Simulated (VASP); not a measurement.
Here is a VASP 6.6.1 calculation.

INCAR

```
  PREC = Accurate
  ENCUT = 520
  EDIFF = 1E-7
  ISMEAR = -1
  SIGMA = 0.05
  LREAL = False
  LASPH = True
  NELM = 100
  ALGO = Normal
  ISIF = 2
  LWAVE = False
  LCHARG = False
  GGA = PS
  NBANDS = 11
```

Contents of KPOINTS:

```
regular mesh
0
Gamma
  18 18 18
```

POSCAR

```
C
1.0
    0.0000000000      2.1270000000      3.3145200000
    1.2280000000      0.0000000000      3.3145200000
    1.2280000000      2.1270000000      0.0000000000
C
2
Direct
    0.1666700000      0.8333300000      0.1666700000
    0.8333300000      0.1666700000      0.8333300000
```

Potentials or basis: VASP PAW PBE potentials, release 64 (C).

The run is started by

```sh
$ cat potpaw_PBE.64/C/POTCAR > POTCAR
$ mpirun -np 1 vasp_std > vasp.out
```

Predict the largest force.

0.004 eV/Å.

Predict the pressure.

2.2 GPa.

Stress tensor (GPa, compression positive):
```
2.61 0.00 0.00
0.00 2.03 0.00
0.00 0.00 2.08
```

Caveat: the cell differs from its parent crystal (zz strain of -1 %); this functional lacks dispersion, which binds the layers, so the pressure and a relaxed spacing across them are unreliable; the PAW data sets were made with another functional, which shifts forces and pressure a little.
